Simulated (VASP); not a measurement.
Runs of VASP 6.6.1 on TiAl. The structure is that of space group P4/mmm (No. 123), or close to it. The cells are those of the table. 

```tsv
cell	gap on the mesh (eV)	pressure (GPa)
a = 2.824, b = 2.824, c = 4.168 Å, 2 atoms	none	-8.8
a = 2.709, b = 2.709, c = 3.782 Å, 2 atoms	none	15.1
a = 2.949, b = 2.949, c = 3.296 Å, 2 atoms	none	9.1
a = 2.716, b = 2.716, c = 4.009 Å, 2 atoms	none	4.8
a = 2.925, b = 2.925, c = 3.456 Å, 2 atoms	none	4.5
a = 2.871, b = 2.871, c = 3.587 Å, 2 atoms	none	4.5
a = 3.098, b = 3.098, c = 3.463 Å, 2 atoms	none	-8.8
a = 3.107, b = 3.107, c = 2.780 Å, 2 atoms	none	(a)
```

Alike in all rows: task single point; level LDA; potentials or basis VASP PAW LDA potentials, release 64 (Ti_sv, Al); no spin polarisation; k mesh 16 × 16 × 16; cutoff (eV) 520; smearing gaussian 0.15 eV.

Question: Estimate the missing entries.

Answer: (a) 21.5.

Caveats: the cell stands under pressure (at least some runs); the cell stands under tension (at least some runs).

A gap of «none» marks levels without a gap at the run's occupations.
